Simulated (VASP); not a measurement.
Input of a VASP 6.6.1 run:

INCAR

```
SYSTEM = Al9N
ALGO     = Normal         ! electronic algorithm
DIPOL    = 0.5 0.5 0.301
EDIFF    = 1E-6           ! SCF threshold, eV
ENCUT    = 520            ! plane-wave cutoff, eV
GGA      = PE             ! functional
IDIPOL   = 3            
ISIF     = 2              ! what is computed and relaxed
ISMEAR   = 0              ! smearing method
LASPH    = .TRUE.         ! aspherical terms in the spheres
LCHARG   = .FALSE.        ! write CHGCAR
LDIPOL   = .TRUE.       
LREAL    = Auto         
LWAVE    = .FALSE.        ! write WAVECAR
NBANDS   = 48             ! bands
NELM     = 80             ! most SCF steps
PREC     = Accurate       ! precision mode
SIGMA    = 0.1            ! smearing width, eV
```

File KPOINTS:

```
k-points
0
G
  5 3 1
  0 0 0
```

Contents of POSCAR:

```
Al9N
1.0
    5.7070863110      0.0000000000      0.0000000000
   -1.4267715777      9.7014842372      0.0000000000
    0.0000000000      0.0000000000     22.7903703877
Al N
18 2
Direct
    0.2662216041      0.0648864163      0.1755127245
    0.7662216041      0.0648864163      0.1755127245
    0.3354806058      0.3419224231      0.2192029851
    0.8354806058      0.3419224231      0.2192029851
    0.1493324061      0.5973296244      0.2279410371
    0.6493324061      0.5973296244      0.2279410371
    0.4631842064      0.8527368258      0.2366790893
    0.9631842064      0.8527368258      0.2366790893
    0.0319772075      0.1277109158      0.2808262501
    0.5319772075      0.1277109158      0.2808262501
    0.0997917578      0.4042231245      0.3301071117
    0.5997917578      0.4042231245      0.3301071117
    0.4144000538      0.6596656467      0.3369822073
    0.9144000538      0.6596656467      0.3369822073
    0.2263076930      0.9110819227      0.3449259125
    0.7263076930      0.9110819227      0.3449259125
    0.2962427187      0.1814071959      0.3857054641
    0.7962427187      0.1814071959      0.3857054641
    0.3799362750      0.9110819227      0.4769720809
    0.5726791109      0.9110819227      0.4769720809
```

Potentials or basis: VASP PAW PBE potentials, release 64 (Al, N).

Run with:

```console
$ cat potpaw_PBE.64/Al/POTCAR potpaw_PBE.64/N/POTCAR > POTCAR
$ mpirun -np 1 vasp_std > vasp.out
```

Estimate the band gap on the k mesh.

zero (bands 32 and 33 overlap by 0.74 eV).

What does it give for the largest force?

2.769 eV/Å.

Forces on the atoms (eV/Å):
```
Al  -0.045  0.159  0.033
Al   0.035  0.150  0.037
Al  -0.019  0.048  0.048
Al   0.035  0.060  0.046
Al   0.003 -0.070  0.022
Al  -0.007 -0.075  0.020
Al  -0.008 -0.122 -0.151
Al   0.013 -0.109 -0.123
Al  -0.003  0.025 -0.005
Al   0.002  0.023 -0.003
Al  -0.005 -0.021 -0.008
Al   0.012 -0.004 -0.015
Al  -0.012 -0.013 -0.030
Al   0.000 -0.004  0.000
Al  -0.109 -0.022 -0.160
Al   0.104 -0.005 -0.162
Al  -0.052  0.086 -0.068
Al   0.053  0.070 -0.055
N   -2.750 -0.092  0.286
N    2.753 -0.084  0.290
```

Caveat: the standard files for N, O and F lose accuracy on very short bonds.
